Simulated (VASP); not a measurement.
Set up this calculation in VASP 6.6.1, as the native input.

```yaml
Task: single point
Functional: PBEsol
Potentials_or_basis: VASP PAW PBE potentials, release 64 (Ti_sv, C)
Cutoff: 520 eV
k_mesh: 18 × 18 × 18
Occupations: gaussian, width 0.15 eV
Spin: no spin polarisation
Dipole_correction: no
Further_INCAR_settings: ALGO = Normal; EDIFF = 1e-07; NBANDS = 21
```

The structure of Ti2C lies in POSCAR:

```
Ti2C
1.0
    1.6027237751      0.9253330030      4.6534243611
   -1.6027237751      0.9253330030      4.6534243611
    0.0000000000     -1.8506660060      4.6534243611
Ti C
2 1
Direct
    0.2458180109      0.2458180109      0.2458180109
    0.7541819891      0.7541819891      0.7541819891
    0.5000000000      0.5000000000      0.5000000000
```

This cell differs from its parent crystal: strain +0.050 along x and y, -0.025 along z.

These files were run (other wordings do the same):

INCAR

```
SYSTEM = Ti2C
  ALGO = Normal
  EDIFF = 1E-7
  ENCUT = 520
  GGA = PS
  ISIF = 2
  ISMEAR = 0
  LASPH = .TRUE.
  LCHARG = .TRUE.
  LELF = .TRUE.
  LREAL = .FALSE.
  LVHAR = .TRUE.
  LWAVE = .FALSE.
  NBANDS = 21
  NELM = 80
  PREC = Accurate
  SIGMA = 0.15
```

KPOINTS

```
k-points
0
G
  18 18 18
  0 0 0
```

Potentials or basis: VASP PAW PBE potentials, release 64 (Ti_sv, C).

The run is started by

```console
$ cat potpaw_PBE.64/Ti_sv/POTCAR potpaw_PBE.64/C/POTCAR > POTCAR
$ mpirun -np 1 vasp_std > vasp.out
```

Results of the run:

The pressure is -12.3 GPa. The largest force is 0.350 eV/Å and the band gap on the k mesh is zero (bands 14 and 15 overlap by 0.97 eV).

Caveat: the cell differs from its parent crystal (strain +0.050 along x and y, -0.025 along z); the cell stands under tension; the PAW data sets were made with another functional, which shifts forces and pressure a little.

Wall time 21 min on 1 thread of Intel(R) Xeon(R) Platinum 8259CL CPU @ 2.50GHz (Skylake/Cascade Lake) (shared host), peak memory 0.59 GiB.
